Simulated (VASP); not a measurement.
# CdTeO (Pmmn) in VASP: single point with PBE

Aim: the single point of CdTeO with PBE.

Program: VASP 6.6.1. These are calculated values, not measurements. Logs are shortened: lines on timing, memory, paths and dates and some standing lists are left out, and cuts for length are marked.

### 1 The cell of the first run

The structure is orthorhombic, space group Pmmn (No. 59). Conventional cell: a = 3.334 Å, b = 3.738 Å, c = 7.985 Å, α = 90.00°, β = 90.00°, γ = 90.00°. Within 2.6 Å of Cd (site symmetry mm2) lie 4 O at 1.98 to 2.01 Å and 2 Te at 2.44 Å. O (site symmetry mm2) has 4 Cd at 1.98 to 2.01 Å and 4 O at 2.52 Å within 2.6 Å. Te (site symmetry mm2) has 2 Cd at 2.44 Å and 1 O at 2.84 Å within 3.2 Å.

### 2 Single point, PBE

The input, INCAR:

```
ALGO     = Normal         # electronic algorithm
EDIFF    = 1E-7           # SCF threshold, eV
ENCUT    = 520            # plane-wave cutoff, eV
GGA      = PE             # functional
ISIF     = 2              # what is computed and relaxed
ISMEAR   = 0              # smearing method
LASPH    = T              # aspherical terms in the spheres
LCHARG   = F              # write CHGCAR
LREAL    = F              # projectors in reciprocal space
LWAVE    = F              # write WAVECAR
NBANDS   = 33             # bands
NELM     = 100            # most SCF steps
PREC     = Accurate       # precision mode
SIGMA    = 0.1132         # smearing width, eV
```

The input, KPOINTS:

```
k-points
0
Gamma
  5 5 3
```

The input, POSCAR:

```
CdTeO
1.0
    3.7383270000      0.0000000000      0.0000000000
    0.0000000000      3.3339340000      0.0000000000
    0.0000000000      0.0000000000      7.9853770000
Cd O Te
2 2 2
Direct
    0.0000000000      0.5000000000      0.1130000000
    0.5000000000      0.0000000000      0.8870000000
    0.0000000000      0.0000000000      0.9800000000
    0.5000000000      0.5000000000      0.0200000000
    0.0000000000      0.0000000000      0.3360000000
    0.5000000000      0.5000000000      0.6640000000
```

Potentials or basis: VASP PAW PBE potentials, release 64 (Cd, O, Te).

Run with:

```console
$ cat potpaw_PBE.64/Cd/POTCAR potpaw_PBE.64/O/POTCAR potpaw_PBE.64/Te/POTCAR > POTCAR
$ mpirun -np 1 vasp_std > vasp.out
```

OUTCAR:

```text
EDIFF = 1E-7
   ENCUT = 520
   GGA = PE
   ISIF = 2
   ISMEAR = 0
   LASPH = T
   LREAL = F
   NELM = 100
   PREC = Accurate

 ion  position               nearest neighbor table
   1  0.000  0.500  0.113-   3 1.98   3 1.98   4 2.01   4 2.01   5 2.44   5 2.44   2 3.09   2 3.09
                             2 3.09   2 3.09
   2  0.500  0.000  0.887-   4 1.98   4 1.98   3 2.01   3 2.01   6 2.44   6 2.44   1 3.09   1 3.09
                             1 3.09   1 3.09
   3  0.000  0.000  0.980-   1 1.98   1 1.98   2 2.01   2 2.01
   4  0.500  0.500  0.020-   2 1.98   2 1.98   1 2.01   1 2.01
   5  0.000  0.000  0.336-   1 2.44   1 2.44   6 3.62   6 3.62   6 3.62   6 3.62
   6  0.500  0.500  0.664-   2 2.44   2 2.44   5 3.62   5 3.62   5 3.62   5 3.62

  LATTYP: Found a simple orthorhombic cell.
 ALAT       =     3.3339340000
 B/A-ratio  =     1.1212960425
 C/A-ratio  =     2.3951814883

  Lattice vectors:

 A1 = (   0.0000000000,  -3.3339340000,   0.0000000000)
 A2 = (   3.7383270000,   0.0000000000,   0.0000000000)
 A3 = (   0.0000000000,   0.0000000000,   7.9853770000)

Analysis of symmetry for initial positions (statically):
=====================================================================
 Subroutine PRICEL returns:
 Original cell was already a primitive cell.

 Routine SETGRP: Setting up the symmetry group for a
 simple orthorhombic supercell.

 Subroutine GETGRP returns: Found  8 space group operations
 (whereof  4 operations were pure point group operations)
 out of a pool of  8 trial point group operations.

The static configuration has the point symmetry C_2v.
 The point group associated with its full space group is D_2h.

Analysis of symmetry for dynamics (positions and initial velocities):
=====================================================================
 Subroutine PRICEL returns:
 Original cell was already a primitive cell.

 Routine SETGRP: Setting up the symmetry group for a
 simple orthorhombic supercell.

 Subroutine GETGRP returns: Found  8 space group operations
 (whereof  4 operations were pure point group operations)
 out of a pool of  8 trial point group operations.

The dynamic configuration has the point symmetry C_2v.
 The point group associated with its full space group is D_2h.

 Subroutine INISYM returns: Found  8 space group operations
 (whereof  4 operations are pure point group operations),
 and found     1 'primitive' translations

----------------------------------------------------------------------------------------

                                     Primitive cell

  volume of cell :      99.5244

  direct lattice vectors                    reciprocal lattice vectors
     3.738327000  0.000000000  0.000000000     0.267499339  0.000000000  0.000000000
     0.000000000  3.333934000  0.000000000     0.000000000  0.299945950  0.000000000
     0.000000000  0.000000000  7.985377000     0.000000000  0.000000000  0.125228903

  length of vectors
     3.738327000  3.333934000  7.985377000     0.267499339  0.299945950  0.125228903

  position of ions in fractional coordinates (direct lattice)
     0.000000000  0.500000000  0.113000000
     0.500000000  0.000000000  0.887000000
     0.000000000  0.000000000  0.980000000
     0.500000000  0.500000000  0.020000000
     0.000000000  0.000000000  0.336000000
     0.500000000  0.500000000  0.664000000

  ion indices of the primitive-cell ions
   primitive index   ion index
                 1           1
                 2           2
                 3           3
                 4           4
                 5           5
                 6           6

----------------------------------------------------------------------------------------

 KPOINTS: k-points

Automatic generation of k-mesh.
 Grid dimensions read from file:
 generate k-points for:    5    5    3

 Generating k-lattice:

  Cartesian coordinates                     Fractional coordinates (reciprocal lattice)
     0.053499868  0.000000000  0.000000000     0.200000000  0.000000000  0.000000000
     0.000000000  0.059989190  0.000000000     0.000000000  0.200000000  0.000000000
     0.000000000  0.000000000  0.041742968     0.000000000  0.000000000  0.333333333

  Length of vectors
     0.053499868  0.059989190  0.041742968

  Shift w.r.t. Gamma in fractional coordinates (k-lattice)
     0.000000000  0.000000000  0.000000000

 Subroutine IBZKPT returns following result:
 ===========================================

 Found     18 irreducible k-points:

 Following reciprocal coordinates:
            Coordinates               Weight
  0.000000  0.000000  0.000000      1.000000
  0.200000  0.000000  0.000000      2.000000
  0.400000  0.000000  0.000000      2.000000
  0.000000  0.200000  0.000000      2.000000
  0.200000  0.200000  0.000000      4.000000
  0.400000  0.200000  0.000000      4.000000
[... 10 lines left out ...]
  0.200000  0.400000  0.333333      8.000000
  0.400000  0.400000  0.333333      8.000000
   k-points           NKPTS =     18   k-points in BZ     NKDIM =     18   number of bands    NBANDS=     33
   number of dos      NEDOS =    301   number of ions     NIONS =      6
   total plane-waves  NPLWV =  47040
   dimension x,y,z NGX =    28 NGY =   28 NGZ =   60
   dimension x,y,z NGXF=    56 NGYF=   56 NGZF=  120
   ions per type =               2   2   2
   NGX,Y,Z   is equivalent  to a cutoff of  12.45, 13.96, 12.49 a.u.
   NGXF,Y,Z  is equivalent  to a cutoff of  24.90, 27.92, 24.98 a.u.
 SYSTEM =  unknown system
   PREC   = accura    normal or accurate (medium, high low for compatibility)
   ISTART =      0    job   : 0-new  1-cont  2-samecut
   ICHARG =      2    charge: 1-file 2-atom 10-const
   ISPIN  =      1    spin polarized calculation?
   LNONCOLLINEAR =      F non collinear calculations
   LSORBIT =      F    spin-orbit coupling
   LASPH  =      T    aspherical Exc in radial PAW
   ENCUT  =  520.0 eV  38.22 Ry    6.18 a.u.   6.95  6.20 14.85*2*pi/ulx,y,z
   NELM   =    100;   NELMIN=  2; NELMDL= -5     # of ELM steps
   EDIFF  = 0.1E-06   stopping-criterion for ELM
   LREAL  =      F    real-space projection
   EDIFFG = 0.1E-05   stopping-criterion for IOM
   NSW    =      0    number of steps for IOM
   IBRION =     -1    ionic relax: 0-MD 1-quasi-New 2-CG
   NFREE  =      0    steps in history (QN), initial steepest desc. (CG)
   ISIF   =      2    stress and relaxation
   ISYM   =      2    0-nonsym 1-usesym 2-fastsym
   POTIM  = 0.5000    time-step for ionic-motion
   TEBEG  =    0.0;   TEEND  =   0.0 temperature during run
   PSTRESS=    0.0 pullay stress
   NELECT =      48.0000    total number of electrons
   NUPDOWN=      -1.0000    fix difference up-down
   EMIN   =  10.00;   EMAX   =-10.00  energy-range for DOS
   EFERMI =   0.00;   METHOD = LEGACY
   ISMEAR =     0;   SIGMA  =   0.11  broadening in eV -4-tet -1-fermi 0-gaus
   EFERMI_NEDOS =   21; number of points for ismear=-14 and -15
   IALGO  =     38    algorithm
   IMIX   =      4    mixing-type and parameters
     AMIX     =   0.40;   BMIX     =  1.00
     AMIX_MAG =   1.60;   BMIX_MAG =  1.00
  volume/ion in A,a.u.               =      16.59       111.94
  Fermi-wavevector in a.u.,A,eV,Ry     =   1.283843  2.426112 22.425851  1.648254
  Thomas-Fermi vector in A             =   2.416072
   LORBIT       =      0    0 simple, 1 ext, 2 COOP (PROOUT), +10 PAW based schemes
   GGA     = PE    functional components
   LHFCALC =     F    Hartree Fock is set to
   AEXX    =    0.0000 exact exchange contribution
   IVDW    =     0    specifies the selected vdW correction
   LEPSILON=     F    determine dielectric tensor
   LRPA    =     F    only Hartree local field effects (RPA)
 non-spin polarized calculation
 Gauss-broadening in eV      SIGMA  =   0.11
  energy-cutoff  :      520.00
  volume of cell :       99.52
 maximum number of plane-waves:      2698
 NGX is ok and might be reduce to    28
   NGX = 13   NGY = 13   NGZ = 29

 number of electron      48.0000000 magnetization

 Free energy of the ion-electron system (eV)
  ---------------------------------------------------
  ext. energy  EPLUGINS =         0.00000000
  ---------------------------------------------------
  free energy    TOTEN  =       -12.27379256 eV

  energy without entropy =      -12.24273769  energy(sigma->0) =      -12.25826513

 E-fermi :   6.2782     XC(G=0): -11.0479

 val. band max:        6.2780074298   @ k =   0.4000   0.4000   0.0000
 cond. band min:       6.3497110465   @ k =   0.2000   0.4000   0.3333
 fundamental gap:      0.0717036168
 Fermi energy:         6.2781591642

 k-point     1 :       0.0000    0.0000    0.0000
  band No.  band energies     occupation
      1     -13.8991      2.00000
      2     -12.2522      2.00000
      3      -6.8628      2.00000
      4      -6.2094      2.00000
      5      -4.1462      2.00000
      6      -3.8503      2.00000
[... 25 lines left out ...]
     32      14.5770      0.00000
     33      15.3684      0.00000

 k-point     2 :       0.2000    0.0000    0.0000
  band No.  band energies     occupation
      1     -13.7045      2.00000
      2     -12.3519      2.00000
      3      -6.6483      2.00000
      4      -6.0675      2.00000
      5      -4.1029      2.00000
      6      -3.7645      2.00000
[... 25 lines left out ...]
     32      15.0090      0.00000
     33      15.5455      0.00000
[... 538 lines left out ...]
     32      15.3502      0.00000
     33      15.6573      0.00000

 k-point    18 :       0.4000    0.4000    0.3333
  band No.  band energies     occupation
      1     -12.8209      2.00000
      2     -12.6529      2.00000
      3      -5.5130      2.00000
      4      -5.4339      2.00000
      5      -3.6174      2.00000
      6      -3.5112      2.00000
[... 25 lines left out ...]
     32      14.9854      0.00000
     33      16.0815      0.00000

------------------------ aborting loop because EDIFF is reached ----------------------------------------

  FORCE on cell =-STRESS in cart. coord.  units (eV):
  Direction    XX          YY          ZZ          XY          YZ          ZX
  --------------------------------------------------------------------------------------
  -------------------------------------------------------------------------------------
  Total       28.1483449     46.2038589     37.2691361      0.0000000      0.0000000      0.0000000
  in kB      453.1413938    743.8050473    599.9709157      0.0000000      0.0000000      0.0000000
  external PRESSURE =     598.9724523 kB  Pullay stress =       0.0000000 kB

 VOLUME and BASIS-vectors are now :
 -----------------------------------------------------------------------------
  energy-cutoff  :      520.00
  volume of cell :       99.52
      direct lattice vectors                 reciprocal lattice vectors
     3.738327000  0.000000000  0.000000000     0.267499339  0.000000000  0.000000000
     0.000000000  3.333934000  0.000000000     0.000000000  0.299945950  0.000000000
     0.000000000  0.000000000  7.985377000     0.000000000  0.000000000  0.125228903

 POSITION                                       TOTAL-FORCE (eV/Angst)
 -----------------------------------------------------------------------------------
      0.00000      1.66697      0.90235         0.000000      0.000000      1.834113
      1.86916      0.00000      7.08303         0.000000      0.000000     -1.834113
      0.00000      0.00000      7.82567         0.000000      0.000000     -1.805041
      1.86916      1.66697      0.15971         0.000000      0.000000      1.805041
      0.00000      0.00000      2.68309         0.000000      0.000000      6.105008
      1.86916      1.66697      5.30229         0.000000      0.000000     -6.105008
 -----------------------------------------------------------------------------------
    total drift:                                0.000000      0.000000     -0.000000

  FREE ENERGIE OF THE ION-ELECTRON SYSTEM (eV)
  ---------------------------------------------------
  free  energy   TOTEN  =       -12.2737925632 eV

  energy  without entropy=      -12.2427376947  energy(sigma->0) =      -12.25826513
```

Run time: 39 s. Hardware: 1 thread of Intel Xeon 6975P-C (Granite Rapids), shared host; peak memory 0.23 GiB.

Results:

| Item | Value |
| --- | --- |
| Free energy | -12.2738 eV |
| Pressure | 59.9 GPa |
| Largest force | 6.105 eV/Å |
| Band gap on the k mesh | zero (band 24 reaches 7.16 eV, above the bottom of band 25 at 6.19 eV) |

Forces on the atoms (eV/Å):
```
Cd   0.000  0.000  1.834
Cd   0.000  0.000 -1.834
O    0.000  0.000 -1.805
O    0.000  0.000  1.805
Te   0.000  0.000  6.105
Te   0.000  0.000 -6.105
```

Caveat: the k points lie up to 0.38 Å⁻¹ apart; spin-orbit coupling is left out, which moves the levels of the heavy elements; forces of over 1 eV/Å act on the atoms, so gaps and moduli don't describe the material at rest.
